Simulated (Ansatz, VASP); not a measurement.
## Two plane-wave programs on BN

```
B N
1.0
     2.50644    0.00000    0.00000
    -1.25322    2.17064    0.00000
     0.00000    0.00000    6.88152
B N
2 2
Direct
  0.33333 0.66667 0.25000
  0.66667 0.33333 0.75000
  0.33333 0.66667 0.75000
  0.66667 0.33333 0.25000
```

Change from the starting cell: strain +0.000 along x and y, +0.040 along z, atoms carried along.

Alike in both runs: task single point; functional PBE; dispersion D3(BJ); k mesh 12 × 12 × 4; occupations gaussian, width 0.05 eV; no spin polarisation.

```csv
,VASP,Ansatz
version,VASP 6.6.1,Ansatz 0.2.0
potentials or method,"VASP PAW PBE potentials, release 64 (B, N), cutoff 520 eV","scalar-relativistic, plane waves, PAW"
valence electrons in the cell,16,16
```

```csv
,VASP,Ansatz,Ansatz less VASP
gap on the k mesh at the Fermi level (eV),4.32,4.33,+0.006
least direct gap on the mesh (eV),4.64,4.65,+0.002
pressure (GPa),-0.2,-0.2,-0.07
"traceless stress, the component that is largest in VASP (GPa)",-0.86,-0.66,+0.200
```
